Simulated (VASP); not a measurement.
# LiF (R-3m) in VASP: settings compared

Aim: see how the results for LiF move with the level of theory and the settings. Levels: HSE06, r2SCAN. Tasks: single point.

All numbers are computed with VASP 6.6.1; they aren't measurements. Logs are shortened: lines on timing, memory, paths and dates and some standing lists are left out, and cuts for length are marked.

## 1. The cell of the first run

Symmetry: R-3m, No. 166, trigonal system. The conventional cell has a = 3.759 Å, b = 3.759 Å, c = 3.882 Å, α = 90.00°, β = 90.00°, γ = 120.00°. Within 2.6 Å of Li (site symmetry -3m) lie 8 F at 1.94 to 2.26 Å and 6 Li at 2.53 Å. F (site symmetry -3m) has 8 Li at 1.94 to 2.26 Å and 6 F at 2.53 Å within 2.6 Å.

## 2. Single point, HSE06 (epitaxial 111 strain +5.6%)

File POSCAR:

```
LiF
1.0
    2.5191484863     -0.1390269344     -0.1390269344
   -0.1390269344      2.5191484863     -0.1390269344
   -0.1390269344     -0.1390269344      2.5191484863
Li F
1 1
Direct
    0.0000000000      0.0000000000      0.0000000000
    0.5000000000      0.5000000000      0.5000000000
```

File INCAR.step1:

```
SYSTEM = LiF
ALGO = Normal
EDIFF = 1E-5
ENCUT = 520
GGA = PE
ISIF = 2
ISMEAR = 0
LASPH = .True.
LREAL = .False.
LWAVE = .True.
NBANDS = 12
NELM = 100
PREC = Accurate
SIGMA = 0.01
```

File INCAR.step2:

```
SYSTEM = LiF
ALGO = Normal
EDIFF = 1E-6
ENCUT = 520
GGA = PE
HFSCREEN = 0.2079
ISIF = 2
ISMEAR = 0
ISTART = 1
LASPH = .True.
LCHARG = .True.
LELF = .True.
LHFCALC = .True.
LREAL = .False.
LVHAR = .True.
LWAVE = .False.
NBANDS = 12
NELM = 100
PREC = Accurate
PRECFOCK = Normal
SIGMA = 0.01
```

File KPOINTS:

```
k-points
0
Gamma
  8 8 8
  0 0 0
```

Potentials or basis: VASP PAW PBE potentials, release 64 (Li_sv, F).

Command:

```console
$ cat potpaw_PBE.64/Li_sv/POTCAR potpaw_PBE.64/F/POTCAR > POTCAR
$ cp INCAR.step1 INCAR
$ mpirun -np 1 vasp_std > vasp.out
$ cp INCAR.step2 INCAR
$ mpirun -np 1 vasp_std > vasp.out
```

OUTCAR:

```text
SYSTEM = LiF
   EDIFF = 1E-6
   ENCUT = 520
   GGA = PE
   HFSCREEN = 0.2079
   ISIF = 2
   ISMEAR = 0
   ISTART = 1
   LASPH = .True.
   LHFCALC = .True.
   LREAL = .False.
   NELM = 100
   PREC = Accurate
   PRECFOCK = Normal

 ion  position               nearest neighbor table
   1  0.000  0.000  0.000-   2 1.94   2 1.94
   2  0.500  0.500  0.500-   1 1.94   1 1.94

  LATTYP: Found a trigonal (rhomboedric) cell.
 ALAT       =     2.5268094651
 COS(alpha) =    -0.1066805716

  Lattice vectors:

 A1 = (   2.5191484863,  -0.1390269344,  -0.1390269344)
 A2 = (  -0.1390269344,   2.5191484863,  -0.1390269344)
 A3 = (  -0.1390269344,  -0.1390269344,   2.5191484863)

Analysis of symmetry for initial positions (statically):
=====================================================================
 Subroutine PRICEL returns:
 Original cell was already a primitive cell.

 Routine SETGRP: Setting up the symmetry group for a
 trigonal (rhombohedral) supercell.

 Subroutine GETGRP returns: Found 12 space group operations
 (whereof 12 operations were pure point group operations)
 out of a pool of 12 trial point group operations.

The static configuration has the point symmetry D_3d.

Analysis of symmetry for dynamics (positions and initial velocities):
=====================================================================
 Subroutine PRICEL returns:
 Original cell was already a primitive cell.

 Routine SETGRP: Setting up the symmetry group for a
 trigonal (rhombohedral) supercell.

 Subroutine GETGRP returns: Found 12 space group operations
 (whereof 12 operations were pure point group operations)
 out of a pool of 12 trial point group operations.

The dynamic configuration has the point symmetry D_3d.

 Subroutine INISYM returns: Found 12 space group operations
 (whereof 12 operations are pure point group operations),
 and found     1 'primitive' translations

----------------------------------------------------------------------------------------

                                     Primitive cell

  volume of cell :      15.8353

  direct lattice vectors                    reciprocal lattice vectors
     2.519148486 -0.139026934 -0.139026934     0.399535438  0.023337542  0.023337542
    -0.139026934  2.519148486 -0.139026934     0.023337542  0.399535438  0.023337542
    -0.139026934 -0.139026934  2.519148486     0.023337542  0.023337542  0.399535438

  length of vectors
     2.526809465  2.526809465  2.526809465     0.400896306  0.400896306  0.400896306

  position of ions in fractional coordinates (direct lattice)
     0.000000000  0.000000000  0.000000000
     0.500000000  0.500000000  0.500000000

  ion indices of the primitive-cell ions
   primitive index   ion index
                 1           1
                 2           2

----------------------------------------------------------------------------------------

 KPOINTS: k-points

Automatic generation of k-mesh.
 Grid dimensions read from file:
 generate k-points for:    8    8    8

 Generating k-lattice:

  Cartesian coordinates                     Fractional coordinates (reciprocal lattice)
     0.049941930  0.002917193  0.002917193     0.125000000 -0.000000000 -0.000000000
     0.002917193  0.049941930  0.002917193    -0.000000000  0.125000000 -0.000000000
     0.002917193  0.002917193  0.049941930    -0.000000000 -0.000000000  0.125000000

  Length of vectors
     0.050112038  0.050112038  0.050112038

  Shift w.r.t. Gamma in fractional coordinates (k-lattice)
     0.000000000  0.000000000  0.000000000

 Subroutine IBZKPT returns following result:
 ===========================================

 Found     65 irreducible k-points:

 Following reciprocal coordinates:
            Coordinates               Weight
  0.000000  0.000000  0.000000      1.000000
  0.125000  0.000000  0.000000      6.000000
  0.250000  0.000000  0.000000      6.000000
  0.375000  0.000000  0.000000      6.000000
  0.500000  0.000000  0.000000      3.000000
  0.125000  0.125000  0.000000      6.000000
[... 16 lines left out ...]
  0.250000  0.125000  0.125000      6.000000
  0.375000  0.125000  0.125000      6.000000
 [... further k-points ...]
   k-points           NKPTS =     65   k-points in BZ     NKDIM =    512   number of bands    NBANDS=     12
   number of dos      NEDOS =    301   number of ions     NIONS =      2
   total plane-waves  NPLWV =   8000
   dimension x,y,z NGX =    20 NGY =   20 NGZ =   20
   dimension x,y,z NGXF=    40 NGYF=   40 NGZF=   40
   ions per type =               1   1
   NGX,Y,Z   is equivalent  to a cutoff of  13.16, 13.16, 13.16 a.u.
   NGXF,Y,Z  is equivalent  to a cutoff of  26.32, 26.32, 26.32 a.u.
 SYSTEM =  LiF
   PREC   = accura    normal or accurate (medium, high low for compatibility)
   ISTART =      1    job   : 0-new  1-cont  2-samecut
   ICHARG =      0    charge: 1-file 2-atom 10-const
   ISPIN  =      1    spin polarized calculation?
   LNONCOLLINEAR =      F non collinear calculations
   LSORBIT =      F    spin-orbit coupling
   LASPH  =      T    aspherical Exc in radial PAW
   ENCUT  =  520.0 eV  38.22 Ry    6.18 a.u.   4.70  4.70  4.70*2*pi/ulx,y,z
   NELM   =    100;   NELMIN=  2; NELMDL=  0     # of ELM steps
   EDIFF  = 0.1E-05   stopping-criterion for ELM
   LREAL  =      F    real-space projection
   EDIFFG = 0.1E-04   stopping-criterion for IOM
   NSW    =      0    number of steps for IOM
   IBRION =     -1    ionic relax: 0-MD 1-quasi-New 2-CG
   NFREE  =      0    steps in history (QN), initial steepest desc. (CG)
   ISIF   =      2    stress and relaxation
   ISYM   =      3    0-nonsym 1-usesym 2-fastsym
   POTIM  = 0.5000    time-step for ionic-motion
   TEBEG  =    0.0;   TEEND  =   0.0 temperature during run
   PSTRESS=    0.0 pullay stress
   NELECT =      10.0000    total number of electrons
   NUPDOWN=      -1.0000    fix difference up-down
   EMIN   =  10.00;   EMAX   =-10.00  energy-range for DOS
   EFERMI =   0.00;   METHOD = LEGACY
   ISMEAR =     0;   SIGMA  =   0.01  broadening in eV -4-tet -1-fermi 0-gaus
   EFERMI_NEDOS =   21; number of points for ismear=-14 and -15
   IALGO  =     38    algorithm
   IMIX   =      1    mixing-type and parameters
     AMIX     =   0.40;   BMIX     =  1.00
     AMIX_MAG =   1.60;   BMIX_MAG =  1.00
  volume/ion in A,a.u.               =       7.92        53.43
  Fermi-wavevector in a.u.,A,eV,Ry     =   1.404534  2.654185 26.840438  1.972717
  Thomas-Fermi vector in A             =   2.527086
   LORBIT       =      0    0 simple, 1 ext, 2 COOP (PROOUT), +10 PAW based schemes
   GGA     = PE    functional components
   LHFCALC =     T    Hartree Fock is set to
   PRECFOCK=normal    Normal, Fast or Accurate (Low or Medium for compatibility)
   ENCUT4O =  -1.0   cutoff for four orbital integrals eV
   NKREDX  =     1    reduce k-point grid by
   NKREDY  =     1    reduce k-point grid by
   NKREDZ  =     1    reduce k-point grid by
   AEXX    =    0.2500 exact exchange contribution
   HFSCREEN=    0.2079 screening length (either q_TF or 0.3 A-1)
   HFSCREENC=   0.2079 screening length for correlation (either q_TF or 0.3 A-1)
   ENCUTFOCK=  -1.0 apply spherical cutoff to Coloumb kernel
   IVDW    =     0    specifies the selected vdW correction
   LEPSILON=     F    determine dielectric tensor
   LRPA    =     F    only Hartree local field effects (RPA)
 non-spin polarized calculation
 Gauss-broadening in eV      SIGMA  =   0.01
  energy-cutoff  :      520.00
  volume of cell :       15.84
 maximum number of plane-waves:       435
  NGX = 16; NGY = 16; NGZ = 16

 number of electron      10.0000018 magnetization

 Free energy of the ion-electron system (eV)
  ---------------------------------------------------
  ext. energy  EPLUGINS =         0.00000000
  ---------------------------------------------------
  free energy    TOTEN  =       -10.79920767 eV

  energy without entropy =      -10.79920767  energy(sigma->0) =      -10.79920767

 E-fermi :  -1.2124     XC(G=0):  -8.3214

 val. band max:       -1.3550822130   @ k =   0.5000   0.5000   0.0000
 cond. band min:       9.0310927538   @ k =   0.0000   0.0000   0.0000
 fundamental gap:     10.3861749668
 Fermi energy:        -1.2123971754

 k-point     1 :       0.0000    0.0000    0.0000
  band No.  band energies     occupation
      1     -45.9965      2.00000
      2     -23.8950      2.00000
      3      -2.5542      2.00000
      4      -1.7387      2.00000
      5      -1.7387      2.00000
      6       9.0311      0.00000
      7      20.6885      0.00000
      8      20.6885      0.00000
      9      22.5195      0.00000
     10      22.5195      0.00000
     11      24.7246      0.00000
     12      37.7382      0.00000

 k-point     2 :       0.1250    0.0000    0.0000
  band No.  band energies     occupation
      1     -45.9879      2.00000
      2     -23.8263      2.00000
      3      -2.7886      2.00000
      4      -2.0060      2.00000
      5      -1.6942      2.00000
      6       9.4132      0.00000
      7      18.6981      0.00000
      8      20.9017      0.00000
      9      22.7250      0.00000
     10      23.7881      0.00000
     11      26.1419      0.00000
     12      35.0296      0.00000

 k-point     3 :       0.2500    0.0000    0.0000
  band No.  band energies     occupation
      1     -45.9673      2.00000
      2     -23.6554      2.00000
      3      -3.8371      2.00000
      4      -2.0068      2.00000
      5      -1.5846      2.00000
      6      10.0983      0.00000
      7      16.9675      0.00000
      8      21.2974      0.00000
      9      23.2163      0.00000
     10      23.5132      0.00000
     11      30.6098      0.00000
     12      32.2077      0.00000
[... 286 lines left out ...]
 k-point    23 :       0.2500    0.1250    0.1250
  band No.  band energies     occupation
      1     -45.9488      2.00000
      2     -23.5034      2.00000
      3      -3.7985      2.00000
      4      -2.5738      2.00000
      5      -2.1619      2.00000
      6      11.5429      0.00000
      7      16.2763      0.00000
      8      17.8755      0.00000
      9      22.9240      0.00000
     10      29.4461      0.00000
     11      32.9874      0.00000
     12      33.5244      0.00000

 k-point    24 :       0.3750    0.1250    0.1250
  band No.  band energies     occupation
      1     -45.9306      2.00000
      2     -23.3075      2.00000
      3      -4.8127      2.00000
      4      -2.5290      2.00000
      5      -1.9732      2.00000
      6      12.0141      0.00000
      7      15.7873      0.00000
      8      18.2185      0.00000
      9      22.7131      0.00000
     10      28.0019      0.00000
     11      32.4712      0.00000
     12      33.1715      0.00000

 [... further k-points ...]

------------------------ aborting loop because EDIFF is reached ----------------------------------------

  FORCE on cell =-STRESS in cart. coord.  units (eV):
  Direction    XX          YY          ZZ          XY          YZ          ZX
  --------------------------------------------------------------------------------------
  -------------------------------------------------------------------------------------
  Total        0.2707817      0.2707817      0.2707817     -0.1426237     -0.1426237     -0.1426237
  in kB       27.3969587     27.3969587     27.3969587    -14.4302788    -14.4302788    -14.4302788
  external PRESSURE =      27.3969587 kB  Pullay stress =       0.0000000 kB

 VOLUME and BASIS-vectors are now :
 -----------------------------------------------------------------------------
  energy-cutoff  :      520.00
  volume of cell :       15.84
      direct lattice vectors                 reciprocal lattice vectors
     2.519148486 -0.139026934 -0.139026934     0.399535438  0.023337542  0.023337542
    -0.139026934  2.519148486 -0.139026934     0.023337542  0.399535438  0.023337542
    -0.139026934 -0.139026934  2.519148486     0.023337542  0.023337542  0.399535438

 POSITION                                       TOTAL-FORCE (eV/Angst)
 -----------------------------------------------------------------------------------
      0.00000      0.00000      0.00000        -0.000000     -0.000000      0.000000
      1.12055      1.12055      1.12055         0.000000      0.000000      0.000000
 -----------------------------------------------------------------------------------
    total drift:                                0.000000      0.000000      0.000000

  FREE ENERGIE OF THE ION-ELECTRON SYSTEM (eV)
  ---------------------------------------------------
  free  energy   TOTEN  =       -10.7992076676 eV

  energy  without entropy=      -10.7992076676  energy(sigma->0) =      -10.79920767
```

Run time: 17 min. Hardware: 1 thread of Intel Xeon Platinum 8488C (Sapphire Rapids), shared host; peak memory 0.24 GiB.

What came out:

```
Free energy            : -10.7992 eV
Band gap on the k mesh : 10.39 eV (least direct gap 10.77 eV)
```

Caveat: the cell differs from its parent crystal (epitaxial 111 strain +5.6%); the cutoff is under 1.25 times the usual one of these potentials, so pressure, stress and relaxed cells hold a basis-set (Pulay) error; the structure was generated, so it needn't be the stable form of LiF; the PAW data sets were made with another functional, which shifts forces and pressure a little.

## 3. Single point, r2SCAN (epitaxial 111 strain +5.6%)

POSCAR is that of step 2.

File INCAR.step1:

```
PREC     = Accurate       # precision mode
ENCUT    = 520            # plane-wave cutoff, eV
ISMEAR   = 0              # smearing method
SIGMA    = 0.01           # smearing width, eV
LREAL    = False          # projectors in reciprocal space
LASPH    = True           # aspherical terms in the spheres
NELM     = 100            # most SCF steps
NBANDS   = 12             # bands
GGA      = PE             # functional
ALGO     = Normal         # electronic algorithm
EDIFF    = 1E-4           # SCF threshold, eV
LWAVE    = True           # write WAVECAR
LCHARG   = False          # write CHGCAR
```

File INCAR.step2:

```
PREC     = Accurate       # precision mode
ENCUT    = 520            # plane-wave cutoff, eV
EDIFF    = 1E-6           # SCF threshold, eV
ISMEAR   = 0              # smearing method
SIGMA    = 0.01           # smearing width, eV
LREAL    = False          # projectors in reciprocal space
LASPH    = True           # aspherical terms in the spheres
NELM     = 100            # most SCF steps
ALGO     = Normal         # electronic algorithm
ISIF     = 2              # what is computed and relaxed
LWAVE    = False          # write WAVECAR
LCHARG   = False          # write CHGCAR
METAGGA  = R2SCAN         # meta-GGA
LMIXTAU  = True         
NBANDS   = 12             # bands
ISTART   = 1
```

File KPOINTS:

```
Automatic mesh
0
Gamma
  10 10 10
```

Potentials or basis: VASP PAW PBE potentials, release 64 (Li_sv, F).

Command:

```console
$ cat potpaw_PBE.64/Li_sv/POTCAR potpaw_PBE.64/F/POTCAR > POTCAR
$ cp INCAR.step1 INCAR
$ mpirun -np 1 vasp_std > vasp.out
$ cp INCAR.step2 INCAR
$ mpirun -np 1 vasp_std > vasp.out
```

Run time: 40 s. Hardware: 1 thread of Intel Xeon Platinum 8488C (Sapphire Rapids), shared host; peak memory 0.13 GiB.

Results (log left out):

| Quantity | Value |
| --- | --- |
| Free energy | -11.3090 eV |
| Band gap on the k mesh | 9.34 eV (least direct gap 9.72 eV) |

Levels at points of the mesh, in eV from the valence-band top:
```
           k point  band 3  band 4  band 5  band 6  band 7  band 8
(0.00, 0.00, 0.00)   -1.16   -0.37   -0.37    9.34   20.76   20.76
(0.50, 0.00, 0.00)   -3.72   -0.43   -0.07   10.67   16.25   21.97
(0.50, 0.50, 0.00)   -3.61   -3.17    0.00   14.60   15.40   16.91
(0.50, 0.50, 0.50)   -2.46   -2.46   -2.05   11.69   11.69   15.17
```

Caveat: the cell differs from its parent crystal (epitaxial 111 strain +5.6%); the cutoff is under 1.25 times the usual one of these potentials, so pressure, stress and relaxed cells hold a basis-set (Pulay) error; the structure was generated, so it needn't be the stable form of LiF; the PAW data sets were made with another functional, which shifts forces and pressure a little.
